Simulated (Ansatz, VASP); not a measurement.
Two plane-wave programs on Co

```
CELL_PARAMETERS angstrom
-1.41990 1.41990 1.41990
1.41990 -1.41990 1.41990
1.41990 1.41990 -1.41990
ATOMIC_POSITIONS crystal
Co 0.00000 0.00000 0.00000
```

Alike in both runs: task single point; functional RPBE; k mesh 17 × 17 × 17; occupations fermi-dirac, width 0.05 eV; collinear spin.

|  | VASP | Ansatz |
| --- | --- | --- |
| version | VASP 6.6.1 | Ansatz 0.2.0 |
| potentials or method | VASP PAW PBE potentials, release 64 (Co), cutoff 520 eV | plane waves (420 eV) with PAW, scalar-relativistic |
| valence electrons in the cell | 9 | 17 |

Ansatz gave:

```
pressure (GPa)                                                : -0.6
net moment per atom (μB)                                      : 1.77
size of the moment on the site where the two differ most (μB) : 1.85
```

Task: Which values does VASP return?

Result: Pressure (GPa): -1.1; net moment per atom (μB): 1.76; size of the moment on the site where the two differ most (μB): 1.79.

VASP's potentials were made for PBE, not for RPBE. Site moments also hang on the region over which each program counts them. The functional is the same, so the differences come from potentials, cutoffs and numerics. VASP's potentials hold 9 valence electrons a cell and Ansatz's 17, so a difference there can come from the potentials and not from the codes.
